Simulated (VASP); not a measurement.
SnSe, 2 atoms in the cell. The structure is cubic, space group Fm-3m (No. 225). Conventional cell: a = 5.946 Å, b = 5.946 Å, c = 5.946 Å, α = 90.00°, β = 90.00°, γ = 90.00°. Within 3.9 Å of Sn (site symmetry m-3m) lie 6 Se at 2.97 Å. Within 3.9 Å of Se (site symmetry m-3m) lie 6 Sn at 2.97 Å. 

| Property | Result |
| --- | --- |
| Program | VASP 6.6.1 |
| Task | single point |
| Functional | PBEsol |
| Potentials or basis | VASP PAW PBE potentials, release 64 (Sn_d, Se) |
| Cutoff | 520 eV |
| k mesh | 8 × 8 × 8 |
| Occupations | gaussian, width 0.05 eV |
| Spin | no spin polarisation |
| Dipole correction | no |
| Further INCAR settings | ALGO = Normal; EDIFF = 1e-06; NBANDS = 17 |

Potentials or basis: VASP PAW PBE potentials, release 64 (Sn_d, Se).

The run is started by

```console
$ cat potpaw_PBE.64/Sn_d/POTCAR potpaw_PBE.64/Se/POTCAR > POTCAR
$ mpirun -np 1 vasp_std > vasp.out
```

Hardware: 1 thread of Intel(R) Xeon(R) Platinum 8488C (Sapphire Rapids), on a shared host.

Problem. How long does it take, and how much memory?

Solution. Wall time 24 s on 1 thread of Intel(R) Xeon(R) Platinum 8488C (Sapphire Rapids), on a shared host, peak memory 0.18 GiB. Counts: scf iterations 12, k points 29.
